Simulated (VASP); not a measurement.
Set up this calculation in VASP 6.6.1, as the native input.

* Task: single point
* Functional: PBE
* Potentials or basis: VASP PAW PBE potentials, release 64 (Si, C)
* Cutoff: 520 eV
* k mesh: 10 × 10 × 8
* Occupations: gaussian, width 0.1 eV
* Spin: no spin polarisation
* Dipole correction: no
* Further INCAR settings: ALGO = Normal; EDIFF = 1e-06; NBANDS = 18

The structure of SiC4 lies in POSCAR:

```
SiC4
1.0
    3.5469597539      0.0000000000      0.0000000000
    0.0000000000      3.5469597539      0.0000000000
    0.0000000000      0.0000000000      5.6238180921
Si C
1 4
Direct
    0.0000000000      0.0000000000      0.6389075630
    0.0000000000      0.2959858796      0.9525231092
    0.7040141204      0.0000000000      0.9525231092
    0.0000000000      0.7040141204      0.9525231092
    0.2959858796      0.0000000000      0.9525231092
```

These files were run (other wordings do the same):

INCAR

```
PREC = Accurate ; ENCUT = 520
EDIFF = 1E-6 ; ISMEAR = 0
SIGMA = 0.1 ; LREAL = F
LASPH = T ; NELM = 100
ALGO = Normal ; ISIF = 2
LWAVE = F ; LCHARG = F
GGA = PE ; NBANDS = 18
```

KPOINTS

```
Automatic mesh
0
Gamma
  10 10 8
```

Potentials or basis: VASP PAW PBE potentials, release 64 (Si, C).

Launch:

```sh
$ cat potpaw_PBE.64/Si/POTCAR potpaw_PBE.64/C/POTCAR > POTCAR
$ mpirun -np 1 vasp_std > vasp.out
```

Results of the run:

| Quantity | Value |
| --- | --- |
| Pressure | 0.2 GPa |
| Largest force | 0.054 eV/Å |
| Band gap on the k mesh | zero (band 10 reaches 3.90 eV, above the bottom of band 11 at 3.69 eV) |

Wall time 56 s on 1 thread of Intel(R) Xeon(R) 6975P-C (Granite Rapids), on a shared host, peak memory 0.23 GiB.
